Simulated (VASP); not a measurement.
C, 2 atoms in the cell. The structure is trigonal, space group R-3m (No. 166). Conventional cell: a = 2.463 Å, b = 2.463 Å, c = 9.763 Å, α = 90.00°, β = 90.00°, γ = 120.00°. C (site symmetry 3m) has 3 C at 1.42 Å within 1.9 Å.  This cell differs from its parent crystal: volume scaled by 0.97, then relaxed in part.

```yaml
Program: VASP 6.6.1
Task: single point
Functional: PBE
Dispersion: D3(BJ)
Potentials_or_basis: VASP PAW PBE potentials, release 64 (C)
Cutoff: 520 eV
k_mesh: 12 × 12 × 12
Occupations: gaussian, width 0.02 eV
Spin: no spin polarisation
Dipole_correction: no
Further_INCAR_settings: ALGO = Normal; EDIFF = 1e-06; NBANDS = 11
```

Potentials or basis: VASP PAW PBE potentials, release 64 (C).

Launch:

```console
$ cat potpaw_PBE.64/C/POTCAR > POTCAR
$ mpirun -np 1 vasp_std > vasp.out
```

Hardware: 1 thread of Intel(R) Xeon(R) 6975P-C (Granite Rapids) (shared host).

Problem. Estimate the wall time of this run.

Solution. Run time: 31 s on 1 thread of Intel(R) Xeon(R) 6975P-C (Granite Rapids) (shared host), peak memory 0.17 GiB. Counts: scf iterations 11, k points 189.
